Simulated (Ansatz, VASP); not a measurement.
**One calculation of WS2, two programs**

```
CELL_PARAMETERS angstrom
3.14624 0.00000 0.00000
-1.57312 2.72472 -0.12711
0.00000 -0.59230 12.69665
ATOMIC_POSITIONS crystal
W 0.38321 0.76641 0.24620
W 0.61679 0.23359 0.75380
S 0.25676 0.51353 0.63010
S 0.68959 0.37919 0.12239
S 0.31041 0.62081 0.87761
S 0.74324 0.48647 0.36990
```

Change from the starting cell: engineering shear strain xz +0.0000, engineering shear strain yz -0.0933.

Alike in both runs: functional PBEsol; k mesh 12 × 12 × 2; occupations gaussian, width 0.05 eV; no spin polarisation.

Ansatz relaxed the structure, and its values are those at the end. VASP's run is a single point on that final structure, the one shown.

```csv
,VASP,Ansatz
version,VASP 6.6.1,Ansatz 0.2.0
potentials or method,"VASP PAW PBE potentials, release 64 (W_sv, S), cutoff 520 eV","scalar-relativistic, plane waves, PAW"
valence electrons in the cell,52,52
```

|  | VASP | Ansatz | Ansatz less VASP |
| --- | --- | --- | --- |
| gap on the k mesh at the Fermi level (eV) | 1.09 | 1.08 | -0.015 |
| least direct gap on the mesh (eV) | 1.87 | 1.87 | -0.003 |
| pressure (GPa) | 0.2 | 0.1 | -0.10 |
| rms of the force components (eV/Å) | 0.007 | 0.005 | -0.0014 |

VASP's potentials were made for PBE, not for PBEsol, and Ansatz warns of the same on its side. Ansatz's warnings: stress scf threshold loose.

Spin-orbit coupling is off throughout.
